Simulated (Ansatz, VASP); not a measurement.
Two plane-wave programs on MoS2

Contents of INCAR:

```
SYSTEM = MoS2
  ALGO = Normal
  EDIFF = 1E-6
  ENCUT = 500
  GGA = PE
  GGA_COMPAT = .FALSE.
  ISIF = 2
  ISMEAR = 0
  IVDW = 12
  LASPH = .TRUE.
  LCHARG = .TRUE.
  LELF = .TRUE.
  LREAL = .FALSE.
  LVHAR = .TRUE.
  LWAVE = .FALSE.
  NBANDS = 20
  NELM = 120
  PREC = Accurate
  SIGMA = 0.05
```

The input KPOINTS:

```
k-points
0
G
  12 12 4
  0 0 0
```

Contents of POSCAR:

```
MoS2
1.0
    3.2075152338      0.0000000000      0.0000000000
   -1.6037576169      2.7777896755      0.0000000000
    0.0000000000      0.0000000000      6.4063701764
Mo S
1 2
Direct
    0.0000000000      0.0000000000      0.0000000000
    0.3333333333      0.6666666667      0.2483301274
    0.3333333333      0.6666666667      0.7516698726
```

Input for Ansatz:

```yaml
crystal:
  lattice:
    - [3.2075152338, 0.0, 0.0]
    - [-1.6037576169, 2.7777896755, 0.0]
    - [0.0, 0.0, 6.4063701764]
  atoms:
    - { symbol: Mo, position: [0.0, 0.0, 0.0] }
    - { symbol: S, position: [0.3333333333, 0.6666666667, 0.2483301274] }
    - { symbol: S, position: [0.3333333333, 0.6666666667, 0.7516698726] }
basis:
  ecutwfc: 420
kpoints:
  mp_grid: { grid: [12, 12, 4] }
hamiltonian:
  xc: pbe
  dispersion: d3bj
scf:
  occupations: { method: gaussian, width: 0.05 }
output:
  forces: true
  stress: true
  eigenvalues: true
```

Alike in both runs: task single point; functional PBE; dispersion D3(BJ); k mesh 12 × 12 × 4; occupations gaussian, width 0.05 eV; no spin polarisation.

|  | VASP | Ansatz |
| --- | --- | --- |
| version | VASP 6.6.1 | Ansatz 0.2.0 |
| potentials or method | VASP PAW PBE potentials, release 64 (Mo_sv, S), cutoff 500 eV | scalar-relativistic, plane waves, PAW |
| valence electrons in the cell | 26 | 26 |

VASP gave:

```
gap on the k mesh at the Fermi level (eV)                     : 0.89
least direct gap on the mesh (eV)                             : 1.61
pressure (GPa)                                                : -6.2
traceless stress, the component that is largest in VASP (GPa) : 1.18
rms of the force components (eV/Å)                            : 0.447
```

Task: Estimate Ansatz's values.

Result: gap on the k mesh at the Fermi level (eV): 0.87; least direct gap on the mesh (eV): 1.60; pressure (GPa): -6.1; traceless stress, the component that is largest in VASP (GPa): 1.21; rms of the force components (eV/Å): 0.442.

Atom by atom the forces differ by 0.005 eV/Å (rms over components).
